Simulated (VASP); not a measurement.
# ZnS (F-43m) in VASP: notebook

The runs below take ZnS through single point, with PBE.

All numbers are computed with VASP 6.6.1; they aren't measurements. Logs are shortened: lines on timing, memory, paths and dates and some standing lists are left out, and cuts for length are marked.

## (1) The cell of the first run

Symmetry: F-43m, No. 216, cubic system. The conventional cell has a = 5.336 Å, b = 5.336 Å, c = 5.336 Å, α = 90.00°, β = 90.00°, γ = 90.00°. Within 3.1 Å of Zn (site symmetry -43m) lie 4 S at 2.31 Å. Within 3.1 Å of S (site symmetry -43m) lie 4 Zn at 2.31 Å.

## (2) Single point, PBE

The input, INCAR:

```
SYSTEM = ZnS
PREC = Accurate
ENCUT = 500
EDIFF = 1E-6
ISMEAR = 0
SIGMA = 0.01
LREAL = .False.
LASPH = .True.
NELM = 120
ALGO = Normal
ISIF = 2
LWAVE = .False.
LCHARG = .False.
GGA = PE
NBANDS = 16
GGA_COMPAT = .False.
```

The input, KPOINTS:

```
regular mesh
0
Gamma
  3 3 3
  0 0 0
```

The input, POSCAR:

```
ZnS
1.0
    0.0000000000      2.6679482220      2.6679482220
    2.6679482220      0.0000000000      2.6679482220
    2.6679482220      2.6679482220      0.0000000000
Zn S
1 1
Direct
    0.0000000000      0.0000000000      0.0000000000
    0.2500000000      0.2500000000      0.2500000000
```

Potentials or basis: VASP PAW PBE potentials, release 64 (Zn, S).

Started as:

```sh
> cat potpaw_PBE.64/Zn/POTCAR potpaw_PBE.64/S/POTCAR > POTCAR
> mpirun -np 1 vasp_std > vasp.out
```

OUTCAR:

```text
SYSTEM = ZnS
   PREC = Accurate
   ENCUT = 500
   EDIFF = 1E-6
   ISMEAR = 0
   LREAL = .False.
   LASPH = .True.
   NELM = 120
   ISIF = 2
   GGA = PE

 ion  position               nearest neighbor table
   1  0.000  0.000  0.000-   2 2.31   2 2.31   2 2.31   2 2.31
   2  0.250  0.250  0.250-   1 2.31   1 2.31   1 2.31   1 2.31

  LATTYP: Found a face centered cubic cell.
 ALAT       =     5.3358964440

  Lattice vectors:

 A1 = (   0.0000000000,   2.6679482220,   2.6679482220)
 A2 = (   2.6679482220,   0.0000000000,   2.6679482220)
 A3 = (   2.6679482220,   2.6679482220,   0.0000000000)

Analysis of symmetry for initial positions (statically):
=====================================================================
 Subroutine PRICEL returns:
 Original cell was already a primitive cell.

 Routine SETGRP: Setting up the symmetry group for a
 face centered cubic supercell.

 Subroutine GETGRP returns: Found 24 space group operations
 (whereof 24 operations were pure point group operations)
 out of a pool of 48 trial point group operations.

The static configuration has the point symmetry T_d .

Analysis of symmetry for dynamics (positions and initial velocities):
=====================================================================
 Subroutine PRICEL returns:
 Original cell was already a primitive cell.

 Routine SETGRP: Setting up the symmetry group for a
 face centered cubic supercell.

 Subroutine GETGRP returns: Found 24 space group operations
 (whereof 24 operations were pure point group operations)
 out of a pool of 48 trial point group operations.

The dynamic configuration has the point symmetry T_d .

 Subroutine INISYM returns: Found 24 space group operations
 (whereof 24 operations are pure point group operations),
 and found     1 'primitive' translations

----------------------------------------------------------------------------------------

                                     Primitive cell

  volume of cell :      37.9806

  direct lattice vectors                    reciprocal lattice vectors
     0.000000000  2.667948222  2.667948222    -0.187409934  0.187409934  0.187409934
     2.667948222  0.000000000  2.667948222     0.187409934 -0.187409934  0.187409934
     2.667948222  2.667948222  0.000000000     0.187409934  0.187409934 -0.187409934

  length of vectors
     3.773048559  3.773048559  3.773048559     0.324603527  0.324603527  0.324603527

  position of ions in fractional coordinates (direct lattice)
     0.000000000  0.000000000  0.000000000
     0.250000000  0.250000000  0.250000000

  ion indices of the primitive-cell ions
   primitive index   ion index
                 1           1
                 2           2

----------------------------------------------------------------------------------------

 KPOINTS: regular mesh

Automatic generation of k-mesh.
 Grid dimensions read from file:
 generate k-points for:    3    3    3

 Generating k-lattice:

  Cartesian coordinates                     Fractional coordinates (reciprocal lattice)
    -0.062469978  0.062469978  0.062469978     0.333333333  0.000000000  0.000000000
     0.062469978 -0.062469978  0.062469978     0.000000000  0.333333333  0.000000000
     0.062469978  0.062469978 -0.062469978     0.000000000  0.000000000  0.333333333

  Length of vectors
     0.108201176  0.108201176  0.108201176

  Shift w.r.t. Gamma in fractional coordinates (k-lattice)
     0.000000000  0.000000000  0.000000000

 Subroutine IBZKPT returns following result:
 ===========================================

 Found      4 irreducible k-points:

 Following reciprocal coordinates:
            Coordinates               Weight
  0.000000  0.000000  0.000000      1.000000
  0.333333  0.000000  0.000000      8.000000
  0.333333  0.333333  0.000000      6.000000
 -0.333333  0.333333  0.000000     12.000000
   k-points           NKPTS =      4   k-points in BZ     NKDIM =      4   number of bands    NBANDS=     16
   number of dos      NEDOS =    301   number of ions     NIONS =      2
   total plane-waves  NPLWV =  21952
   dimension x,y,z NGX =    28 NGY =   28 NGZ =   28
   dimension x,y,z NGXF=    56 NGYF=   56 NGZF=   56
   ions per type =               1   1
   NGX,Y,Z   is equivalent  to a cutoff of  12.34, 12.34, 12.34 a.u.
   NGXF,Y,Z  is equivalent  to a cutoff of  24.67, 24.67, 24.67 a.u.
 SYSTEM =  ZnS
   PREC   = accura    normal or accurate (medium, high low for compatibility)
   ISTART =      0    job   : 0-new  1-cont  2-samecut
   ICHARG =      2    charge: 1-file 2-atom 10-const
   ISPIN  =      1    spin polarized calculation?
   LNONCOLLINEAR =      F non collinear calculations
   LSORBIT =      F    spin-orbit coupling
   LASPH  =      T    aspherical Exc in radial PAW
   ENCUT  =  500.0 eV  36.75 Ry    6.06 a.u.   6.88  6.88  6.88*2*pi/ulx,y,z
   NELM   =    120;   NELMIN=  2; NELMDL= -5     # of ELM steps
   EDIFF  = 0.1E-05   stopping-criterion for ELM
   LREAL  =      F    real-space projection
[... 7 lines left out ...]
   TEBEG  =    0.0;   TEEND  =   0.0 temperature during run
   PSTRESS=    0.0 pullay stress
   NELECT =      18.0000    total number of electrons
   NUPDOWN=      -1.0000    fix difference up-down
   EMIN   =  10.00;   EMAX   =-10.00  energy-range for DOS
   EFERMI =   0.00;   METHOD = LEGACY
   ISMEAR =     0;   SIGMA  =   0.01  broadening in eV -4-tet -1-fermi 0-gaus
   EFERMI_NEDOS =   21; number of points for ismear=-14 and -15
   IALGO  =     38    algorithm
   IMIX   =      4    mixing-type and parameters
     AMIX     =   0.40;   BMIX     =  1.00
     AMIX_MAG =   1.60;   BMIX_MAG =  1.00
  volume/ion in A,a.u.               =      18.99       128.15
  Fermi-wavevector in a.u.,A,eV,Ry     =   1.276375  2.411999 22.165700  1.629133
  Thomas-Fermi vector in A             =   2.409035
   LORBIT       =      0    0 simple, 1 ext, 2 COOP (PROOUT), +10 PAW based schemes
   GGA     = PE    functional components
   LHFCALC =     F    Hartree Fock is set to
   AEXX    =    0.0000 exact exchange contribution
   IVDW    =     0    specifies the selected vdW correction
   LEPSILON=     F    determine dielectric tensor
   LRPA    =     F    only Hartree local field effects (RPA)
 non-spin polarized calculation
 Gauss-broadening in eV      SIGMA  =   0.01
  energy-cutoff  :      500.00
  volume of cell :       37.98
 maximum number of plane-waves:       981
   NGX = 13   NGY = 13   NGZ = 13

 number of electron      18.0000019 magnetization

 Free energy of the ion-electron system (eV)
  ---------------------------------------------------
  ext. energy  EPLUGINS =         0.00000000
  ---------------------------------------------------
  free energy    TOTEN  =        -6.58507879 eV

  energy without entropy =       -6.58507879  energy(sigma->0) =       -6.58507879

 E-fermi :   2.6471     XC(G=0):  -9.7717

 val. band max:        2.5594916094   @ k =   0.0000   0.0000   0.0000
 cond. band min:       4.8121812893   @ k =   0.0000   0.0000   0.0000
 fundamental gap:      2.2526896799
 Fermi energy:         2.6471254236

 k-point     1 :       0.0000    0.0000    0.0000
  band No.  band energies     occupation
      1     -10.8500      2.00000
      2      -4.0181      2.00000
      3      -4.0181      2.00000
      4      -4.0181      2.00000
      5      -3.4856      2.00000
      6      -3.4856      2.00000
[... 8 lines left out ...]
     15      14.3217      0.00000
     16      14.6061      0.00000

 k-point     2 :       0.3333    0.0000    0.0000
  band No.  band energies     occupation
      1     -10.1322      2.00000
      2      -3.9177      2.00000
      3      -3.9177      2.00000
      4      -3.8628      2.00000
      5      -3.4724      2.00000
      6      -3.4724      2.00000
[... 8 lines left out ...]
     15      14.1575      0.00000
     16      14.4980      0.00000

 k-point     3 :       0.3333    0.3333    0.0000
  band No.  band energies     occupation
      1      -9.8906      2.00000
      2      -4.0889      2.00000
      3      -3.7639      2.00000
      4      -3.7639      2.00000
      5      -3.4994      2.00000
      6      -3.4231      2.00000
[... 8 lines left out ...]
     15      15.6157      0.00000
     16      19.9243      0.00000

 k-point     4 :      -0.3333    0.3333    0.0000
  band No.  band energies     occupation
      1      -9.5850      2.00000
      2      -3.9112      2.00000
      3      -3.7573      2.00000
      4      -3.5501      2.00000
      5      -3.4691      2.00000
      6      -3.1859      2.00000
[... 8 lines left out ...]
     15      14.2713      0.00000
     16      19.3299      0.00000

------------------------ aborting loop because EDIFF is reached ----------------------------------------

  FORCE on cell =-STRESS in cart. coord.  units (eV):
  Direction    XX          YY          ZZ          XY          YZ          ZX
  --------------------------------------------------------------------------------------
  -------------------------------------------------------------------------------------
  Total        1.5049076      1.5049076      1.5049076     -0.0000000      0.0000000      0.0000000
  in kB       63.4831175     63.4831175     63.4831175     -0.0000000      0.0000000      0.0000000
  external PRESSURE =      63.4831175 kB  Pullay stress =       0.0000000 kB

 VOLUME and BASIS-vectors are now :
 -----------------------------------------------------------------------------
  energy-cutoff  :      500.00
  volume of cell :       37.98
      direct lattice vectors                 reciprocal lattice vectors
     0.000000000  2.667948222  2.667948222    -0.187409934  0.187409934  0.187409934
     2.667948222  0.000000000  2.667948222     0.187409934 -0.187409934  0.187409934
     2.667948222  2.667948222  0.000000000     0.187409934  0.187409934 -0.187409934

 POSITION                                       TOTAL-FORCE (eV/Angst)
 -----------------------------------------------------------------------------------
      0.00000      0.00000      0.00000        -0.000000     -0.000000     -0.000000
      1.33397      1.33397      1.33397         0.000000      0.000000      0.000000
 -----------------------------------------------------------------------------------
    total drift:                                0.000001      0.000001      0.000001

  FREE ENERGIE OF THE ION-ELECTRON SYSTEM (eV)
  ---------------------------------------------------
  free  energy   TOTEN  =        -6.5850787868 eV

  energy  without entropy=       -6.5850787868  energy(sigma->0) =       -6.58507879
```

Wall time 9.4 s (1 thread of Intel Xeon 8259CL, shared host); peak memory 0.14 GiB.

What came out:

- Free energy: -6.5851 eV
- Pressure: 6.3 GPa
- Band gap on the k mesh: 2.25 eV, direct

Caveat: the k points lie up to 0.68 Å⁻¹ apart.

## (3) Single point, PBE

The input, INCAR:

```
  ALGO = Normal
  EDIFF = 1E-6
  ENCUT = 500
  GGA = PE
  GGA_COMPAT = False
  ISIF = 2
  ISMEAR = 0
  LASPH = True
  LCHARG = False
  LREAL = False
  LWAVE = False
  NBANDS = 16
  NELM = 120
  PREC = Accurate
  SIGMA = 0.01
```

The input, KPOINTS:

```
k-points
0
Gamma
  3 3 3
```

POSCAR is that of step 2.

Potentials or basis: VASP PAW PBE potentials, release 64 (Zn, S).

Started as:

```sh
> cat potpaw_PBE.64/Zn/POTCAR potpaw_PBE.64/S/POTCAR > POTCAR
> mpirun -np 1 vasp_std > vasp.out
```

OUTCAR:

```text
EDIFF = 1E-6
   ENCUT = 500
   GGA = PE
   ISIF = 2
   ISMEAR = 0
   LASPH = True
   LREAL = False
   NELM = 120
   PREC = Accurate

 ion  position               nearest neighbor table
   1  0.000  0.000  0.000-   2 2.31   2 2.31   2 2.31   2 2.31
   2  0.250  0.250  0.250-   1 2.31   1 2.31   1 2.31   1 2.31

  LATTYP: Found a face centered cubic cell.
 ALAT       =     5.3358964440

  Lattice vectors:

 A1 = (   0.0000000000,   2.6679482220,   2.6679482220)
 A2 = (   2.6679482220,   0.0000000000,   2.6679482220)
 A3 = (   2.6679482220,   2.6679482220,   0.0000000000)

Analysis of symmetry for initial positions (statically):
=====================================================================
 Subroutine PRICEL returns:
 Original cell was already a primitive cell.

 Routine SETGRP: Setting up the symmetry group for a
 face centered cubic supercell.

 Subroutine GETGRP returns: Found 24 space group operations
 (whereof 24 operations were pure point group operations)
 out of a pool of 48 trial point group operations.

The static configuration has the point symmetry T_d .

Analysis of symmetry for dynamics (positions and initial velocities):
=====================================================================
 Subroutine PRICEL returns:
 Original cell was already a primitive cell.

 Routine SETGRP: Setting up the symmetry group for a
 face centered cubic supercell.

 Subroutine GETGRP returns: Found 24 space group operations
 (whereof 24 operations were pure point group operations)
 out of a pool of 48 trial point group operations.

The dynamic configuration has the point symmetry T_d .

 Subroutine INISYM returns: Found 24 space group operations
 (whereof 24 operations are pure point group operations),
 and found     1 'primitive' translations

----------------------------------------------------------------------------------------

                                     Primitive cell
[... 87 lines left out ...]
   IALGO  =     38    algorithm
   IMIX   =      4    mixing-type and parameters
     AMIX     =   0.40;   BMIX     =  1.00
     AMIX_MAG =   1.60;   BMIX_MAG =  1.00
  volume/ion in A,a.u.               =      18.99       128.15
  Fermi-wavevector in a.u.,A,eV,Ry     =   1.276375  2.411999 22.165700  1.629133
  Thomas-Fermi vector in A             =   2.409035
   LORBIT       =      0    0 simple, 1 ext, 2 COOP (PROOUT), +10 PAW based schemes
   GGA     = PE    functional components
   LHFCALC =     F    Hartree Fock is set to
   AEXX    =    0.0000 exact exchange contribution
   IVDW    =     0    specifies the selected vdW correction
   LEPSILON=     F    determine dielectric tensor
   LRPA    =     F    only Hartree local field effects (RPA)
 non-spin polarized calculation
 Gauss-broadening in eV      SIGMA  =   0.01
  energy-cutoff  :      500.00
  volume of cell :       37.98
 maximum number of plane-waves:       981
   NGX = 13   NGY = 13   NGZ = 13

 number of electron      18.0000019 magnetization

 Free energy of the ion-electron system (eV)
  ---------------------------------------------------
  ext. energy  EPLUGINS =         0.00000000
  ---------------------------------------------------
  free energy    TOTEN  =        -6.58507879 eV

  energy without entropy =       -6.58507879  energy(sigma->0) =       -6.58507879

 E-fermi :   2.6471     XC(G=0):  -9.7717

 val. band max:        2.5594916094   @ k =   0.0000   0.0000   0.0000
 cond. band min:       4.8121812893   @ k =   0.0000   0.0000   0.0000
 fundamental gap:      2.2526896799
 Fermi energy:         2.6471254236

 k-point     1 :       0.0000    0.0000    0.0000
  band No.  band energies     occupation
      1     -10.8500      2.00000
      2      -4.0181      2.00000
      3      -4.0181      2.00000
      4      -4.0181      2.00000
      5      -3.4856      2.00000
      6      -3.4856      2.00000
[... 53 lines left out ...]
      3      -3.7573      2.00000
      4      -3.5501      2.00000
      5      -3.4691      2.00000
      6      -3.1859      2.00000
[... 8 lines left out ...]
     15      14.2713      0.00000
     16      19.3299      0.00000

------------------------ aborting loop because EDIFF is reached ----------------------------------------

  FORCE on cell =-STRESS in cart. coord.  units (eV):
  Direction    XX          YY          ZZ          XY          YZ          ZX
  --------------------------------------------------------------------------------------
  -------------------------------------------------------------------------------------
  Total        1.5049076      1.5049076      1.5049076     -0.0000000      0.0000000      0.0000000
  in kB       63.4831175     63.4831175     63.4831175     -0.0000000      0.0000000      0.0000000
  external PRESSURE =      63.4831175 kB  Pullay stress =       0.0000000 kB

 VOLUME and BASIS-vectors are now :
 -----------------------------------------------------------------------------
  energy-cutoff  :      500.00
  volume of cell :       37.98
      direct lattice vectors                 reciprocal lattice vectors
     0.000000000  2.667948222  2.667948222    -0.187409934  0.187409934  0.187409934
     2.667948222  0.000000000  2.667948222     0.187409934 -0.187409934  0.187409934
     2.667948222  2.667948222  0.000000000     0.187409934  0.187409934 -0.187409934

 POSITION                                       TOTAL-FORCE (eV/Angst)
 -----------------------------------------------------------------------------------
      0.00000      0.00000      0.00000        -0.000000     -0.000000     -0.000000
      1.33397      1.33397      1.33397         0.000000      0.000000      0.000000
 -----------------------------------------------------------------------------------
    total drift:                                0.000001      0.000001      0.000001

  FREE ENERGIE OF THE ION-ELECTRON SYSTEM (eV)
  ---------------------------------------------------
  free  energy   TOTEN  =        -6.5850787868 eV

  energy  without entropy=       -6.5850787868  energy(sigma->0) =       -6.58507879
```

Run time: 10 s. Hardware: 1 thread of Intel Xeon 8259CL, shared host; peak memory 0.14 GiB.

Results:

| Property | Result |
| --- | --- |
| Free energy | -6.5851 eV |
| Pressure | 6.3 GPa |
| Band gap on the k mesh | 2.25 eV, direct |

Caveat: the k points lie up to 0.68 Å⁻¹ apart. A hybrid or GW would open this gap; PBE tends to underestimate it.

(Continued in part 2 of 2.)
